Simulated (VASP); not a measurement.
Wanted: the native input for a VASP 6.6.1 run.

```yaml
Task: single point
Functional: PBEsol
Potentials_or_basis: VASP PAW PBE potentials, release 64 (Zn, S)
Cutoff: 520 eV
k_mesh: 7 × 5 × 1
Occupations: gaussian, width 0.05 eV
Spin: no spin polarisation
Dipole_correction: yes
Further_INCAR_settings: LREAL = Auto; ALGO = Normal; EDIFF = 1e-06; NBANDS = 86
```

The structure of ZnS (Wurtzite-2H) lies in POSCAR:

```
ZnS
1.0
    3.7815892047      0.0000000000      0.0000000000
    0.0000000000      6.2089530274      0.0000000000
    0.0000000000      0.0000000000     25.9165077266
Zn S
8 8
Direct
    0.0000000000      0.9476932435      0.3095691061
    0.5000000000      0.5118690328      0.3270084246
    0.5000000000      1.0004310780      0.4175936525
    0.0000000000      0.5039418150      0.4563929161
    0.0000000000      1.0039417709      0.5436070864
    0.5000000000      0.5004310169      0.5824063442
    0.5000000000      1.0118689334      0.6729915744
    0.0000000000      0.4476931193      0.6904308951
    0.0000000000      0.6118673919      0.2829098765
    0.5000000000      0.1289303919      0.3321161034
    0.5000000000      0.6265025750      0.4141116408
    0.0000000000      0.1287647989      0.4588894153
    0.0000000000      0.6287647635      0.5411105782
    0.5000000000      0.1265025074      0.5858883550
    0.5000000000      0.6289302977      0.6678839017
    0.0000000000      0.1118672638      0.7170901297
```

One way to write it, as run:

INCAR

```
PREC = Accurate ; ENCUT = 520
EDIFF = 1E-6 ; ISMEAR = 0
SIGMA = 0.05 ; LREAL = Auto
LASPH = True ; NELM = 100
ALGO = Normal ; ISIF = 2
LWAVE = False ; LCHARG = False
LDIPOL = True ; IDIPOL = 3
DIPOL = 0.5 0.5 0.500 ; GGA = PS
NBANDS = 86
```

KPOINTS

```
regular mesh
0
Gamma
  7 5 1
```

Potentials or basis: VASP PAW PBE potentials, release 64 (Zn, S).

Command:

```bash
$ cat potpaw_PBE.64/Zn/POTCAR potpaw_PBE.64/S/POTCAR > POTCAR
$ mpirun -np 1 vasp_std > vasp.out
```

Results of the run:

```
Largest force          : 0.017 eV/Å
Band gap on the k mesh : 2.24 eV, direct
```

Caveat: the PAW data sets were made with another functional, which shifts forces and pressure a little.

Run time: 18 min on 1 thread of Intel(R) Xeon(R) Platinum 8259CL CPU @ 2.50GHz (Skylake/Cascade Lake), on a shared host, peak memory 0.78 GiB.
